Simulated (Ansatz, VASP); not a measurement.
HfN in VASP and in Ansatz

INCAR

```
SYSTEM = HfN
PREC     = Accurate       ! precision mode
ENCUT    = 520            ! plane-wave cutoff, eV
EDIFF    = 1E-7           ! SCF threshold, eV
ISMEAR   = 0              ! smearing method
SIGMA    = 0.15           ! smearing width, eV
LREAL    = .False.        ! projectors in reciprocal space
LASPH    = .True.         ! aspherical terms in the spheres
NELM     = 100            ! most SCF steps
ALGO     = Normal         ! electronic algorithm
ISIF     = 2              ! what is computed and relaxed
LWAVE    = .False.        ! write WAVECAR
LCHARG   = .False.        ! write CHGCAR
NBANDS   = 14             ! bands
```

KPOINTS

```
regular mesh
0
Gamma
  18 18 18
  0 0 0
```

POSCAR

```
HfN
1.0
    0.0000000000      2.1446166521      2.2339756793
    2.1446166521      0.0000000000      2.2339756793
    2.1446166521      2.1446166521      0.0000000000
Hf N
1 1
Direct
    0.0000000000      0.0000000000      0.0000000000
    0.5000000000      0.5000000000      0.5000000000
```

Input for Ansatz:

```yaml
crystal:
  lattice:
    - [0.0, 2.1446166521, 2.2339756793]
    - [2.1446166521, 0.0, 2.2339756793]
    - [2.1446166521, 2.1446166521, 0.0]
  atoms:
    - { symbol: Hf, position: [0.0, 0.0, 0.0] }
    - { symbol: "N", position: [0.5, 0.5, 0.5] }
basis:
  ecutwfc: 520.0
kpoints:
  mp_grid: { grid: [18, 18, 18] }
hamiltonian:
  xc: lda
  pseudopotentials: { kind: paw, azcp: { folder: soft_1 } }
scf:
  occupations: { method: gaussian, width: 0.15 }
output:
  forces: true
  stress: true
  eigenvalues: true
```

Change from the starting cell: mode 4 frozen in at +0.000 Å, equal normal strain along x and y -0.0400.

Alike in both runs: task single point; functional LDA; k mesh 18 × 18 × 18; occupations gaussian, width 0.15 eV; no spin polarisation.

|  | VASP | Ansatz |
| --- | --- | --- |
| version | VASP 6.6.1 | Ansatz 0.2.0 |
| potentials or method | VASP PAW LDA potentials, release 64 (Hf_pv, N), cutoff 520 eV | scalar-relativistic, plane waves, PAW |
| valence electrons in the cell | 15 | 31 |

```csv
,VASP,Ansatz,Ansatz less VASP
gap on the k mesh at the Fermi level (eV),none,none,-
pressure (GPa),29.8,30.7,+0.90
"traceless stress, the component that is largest in VASP (GPa)",-20.81,-20.59,+0.217
```

Ansatz warns that its potentials were made for another functional, while VASP's fit it. LDA's correlation is that of Perdew and Zunger in VASP and of Perdew and Wang (1992) in Ansatz. A gap of «none» marks a metal or a gap that the smearing closes. Both programs put the cell under a high pressure, so it lies far from rest at this level. VASP's potentials hold 15 valence electrons a cell and Ansatz's 31, so a difference there can come from the potentials and not from the codes.

Neither program's run includes spin-orbit coupling.
